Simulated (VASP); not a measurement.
Input of a VASP 6.6.1 run:

File INCAR:

```
SYSTEM = Si3N4
PREC     = Accurate       ! precision mode
ENCUT    = 600            ! plane-wave cutoff, eV
EDIFF    = 1E-7           ! SCF threshold, eV
ISMEAR   = 0              ! smearing method
SIGMA    = 0.02           ! smearing width, eV
LREAL    = .False.        ! projectors in reciprocal space
LASPH    = .True.         ! aspherical terms in the spheres
NELM     = 100            ! most SCF steps
ALGO     = Normal         ! electronic algorithm
ISIF     = 4              ! what is computed and relaxed
LWAVE    = .False.        ! write WAVECAR
LCHARG   = .False.        ! write CHGCAR
GGA      = PE             ! functional
IBRION   = 2              ! ionic algorithm
NSW      = 50             ! ionic steps
EDIFFG   = -0.01          ! ionic threshold
```

File KPOINTS:

```
Automatic mesh
0
Gamma
  6 6 8
  0 0 0
```

Contents of POSCAR:

```
Si3N4
1.0
    7.7395014906      0.0000000000      0.0000000000
   -3.8697507453      6.7026049035      0.0000000000
    0.0000000000      0.0000000000      2.9554119783
Si N
6 8
Direct
    0.7689127323      0.1750130934      0.2500000000
    0.5938996389      0.7689127323      0.7500000000
    0.8249869066      0.5938996389      0.2500000000
    0.2310872677      0.8249869066      0.7500000000
    0.4061003611      0.2310872677      0.2500000000
    0.1750130934      0.4061003611      0.7500000000
    0.0308339948      0.3300009333      0.2500000000
    0.7008330615      0.0308339948      0.7500000000
    0.6699990667      0.7008330615      0.2500000000
    0.9691660052      0.6699990667      0.7500000000
    0.2991669385      0.9691660052      0.2500000000
    0.3300009333      0.2991669385      0.7500000000
    0.6666666667      0.3333333333      0.2500000000
    0.3333333333      0.6666666667      0.7500000000
```

Potentials or basis: VASP PAW PBE potentials, release 64 (Si, N).

Run with:

```console
$ cat potpaw_PBE.64/Si/POTCAR potpaw_PBE.64/N/POTCAR > POTCAR
$ mpirun -np 1 vasp_std > vasp.out
```

Predict the band gap on the k mesh.

4.17 eV (least direct gap 4.33 eV).

Forces on the atoms (eV/Å):
```
Si   0.000 -0.001  0.000
Si   0.001  0.000  0.000
Si   0.001  0.001  0.000
Si   0.000  0.001  0.000
Si  -0.001  0.000  0.000
Si  -0.001 -0.001  0.000
N    0.002 -0.005  0.000
N    0.005 -0.001  0.000
N    0.003  0.004  0.000
N   -0.002  0.005  0.000
N   -0.005  0.001  0.000
N   -0.003 -0.004  0.000
N    0.000  0.000  0.000
N    0.000  0.000  0.000
```

A k mesh can miss the band edges.
